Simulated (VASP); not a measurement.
Here is a VASP 6.6.1 calculation.

File INCAR:

```
PREC = Accurate
ENCUT = 520
EDIFF = 1E-8
ISMEAR = -1
SIGMA = 0.05
LREAL = False
LASPH = True
NELM = 100
ALGO = Normal
ISIF = 2
LWAVE = False
LCHARG = False
GGA = PE
LEFG = True
NBANDS = 17
```

KPOINTS

```
Automatic mesh
0
Gamma
  8 8 8
```

File POSCAR:

```
GaF
1.0
    0.0000000000      2.8462400000      2.8462400000
    2.8462400000      0.0000000000      2.8462400000
    2.8462400000      2.8462400000      0.0000000000
Ga F
1 1
Direct
    0.2500000000      0.2500000000      0.2500000000
    0.0000000000      0.0000000000      0.0000000000
```

Potentials or basis: VASP PAW PBE potentials, release 64 (Ga_d, F).

Run with:

```sh
$ cat potpaw_PBE.64/Ga_d/POTCAR potpaw_PBE.64/F/POTCAR > POTCAR
$ mpirun -np 1 vasp_std > vasp.out
```

Question: Predict the pressure.

Answer: -0.1 GPa.

Question: Estimate the band gap on the k mesh.

Answer: 2.27 eV, indirect (least direct gap 2.28 eV).

Caveat: without QUAD_EFG the Cq values of the log hold for a quadrupole moment of 1 mb, not for the nuclei. A k mesh can miss the band edges.
